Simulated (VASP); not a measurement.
Here is a VASP 6.6.1 calculation.

INCAR

```
SYSTEM = Cd
PREC = Accurate ; ENCUT = 520
EDIFF = 1E-6 ; ISMEAR = 0
SIGMA = 0.1 ; LREAL = .False.
LASPH = .True. ; NELM = 100
ALGO = Fast ; ISIF = 2
LWAVE = .False. ; LCHARG = .False.
GGA = PS ; NBANDS = 19
```

Contents of KPOINTS:

```
regular mesh
0
Gamma
  24 24 10
  0 0 0
```

The input POSCAR:

```
Cd
1.0
    2.9442134660      0.0000000000      0.0000000000
   -1.4721067330      2.5497636557      0.0000000000
    0.0000000000      0.0000000000      5.3859013016
Cd
2
Direct
    0.3333333333      0.6666666667      0.2500000000
    0.6666666667      0.3333333333      0.7500000000
```

Potentials or basis: VASP PAW PBE potentials, release 64 (Cd).

Command:

```bash
$ cat potpaw_PBE.64/Cd/POTCAR > POTCAR
$ mpirun -np 1 vasp_std > vasp.out
```

**Question.** Estimate the band gap on the k mesh.

**Answer.** Zero (band 12 reaches 4.57 eV, above the bottom of band 13 at 0.64 eV).

**Question.** Predict the pressure.

**Answer.** 2.6 GPa.

Stress tensor (GPa, compression positive):
```
2.48 0.00 0.00
0.00 2.48 0.00
0.00 0.00 2.94
```

Caveat: the cell differs from its parent crystal (strain along c alone, the other axes held: -4.0 %); the PAW data sets were made with another functional, which shifts forces and pressure a little.
